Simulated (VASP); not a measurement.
**Cu: single point with PBEsol**

Crystal: Cu.

```
Cu
1.0
    -1.42178    1.42178    1.40497
     1.42178   -1.42178    1.40497
     1.42178    1.42178   -1.40497
Cu
1
Direct
  0.00000 0.00000 0.00000
```

This cell differs from its parent crystal: ratio of the length along z to the lengths across it x 1.05, volume and fractional coordinates fixed.

* Program: VASP 6.6.1
* Task: single point
* Functional: PBEsol
* Potentials or basis: VASP PAW PBE potentials, release 64 (Cu)
* Cutoff: 520 eV
* k mesh: 34 × 34 × 34
* Occupations: gaussian, width 0.15 eV
* Spin: no spin polarisation
* Dipole correction: no
* Further INCAR settings: ALGO = Fast; EDIFF = 1e-07; NBANDS = 12

| Quantity | Value |
| --- | --- |
| Pressure | 1.0 GPa |

Stress tensor (GPa, compression positive):
```
1.08 0.00 0.00
0.00 1.08 0.00
0.00 0.00 0.97
```

Levels at points of the mesh, in eV from the Fermi level:
| k point | band 3 | band 4 | band 5 | band 6 | band 7 | band 8 | band 9 | band 10 |
| --- | --- | --- | --- | --- | --- | --- | --- | --- |
| (0.00, 0.00, 0.00) | -3.21 | -3.21 | -2.17 | -2.12 | 25.33 | 25.33 | 25.61 | 29.23 |
| (0.50, 0.00, 0.00) | -2.17 | -2.01 | -1.37 | -0.69 | 4.59 | 17.69 | 17.87 | 21.71 |
| (0.50, 0.50, 0.00) | -2.22 | -2.04 | -1.37 | -0.78 | 4.46 | 18.01 | 18.23 | 22.00 |
| (0.50, 0.50, 0.50) | -1.55 | -1.55 | -1.54 | 8.18 | 8.18 | 8.64 | 13.77 | 13.99 |

It took 7.5 min on 1 thread of AMD EPYC 7R43 64-Core Processor (Zen 3), with other jobs on the host, peak memory 0.4 GiB.

Caveat: the PAW data sets were made with another functional, which shifts forces and pressure a little.
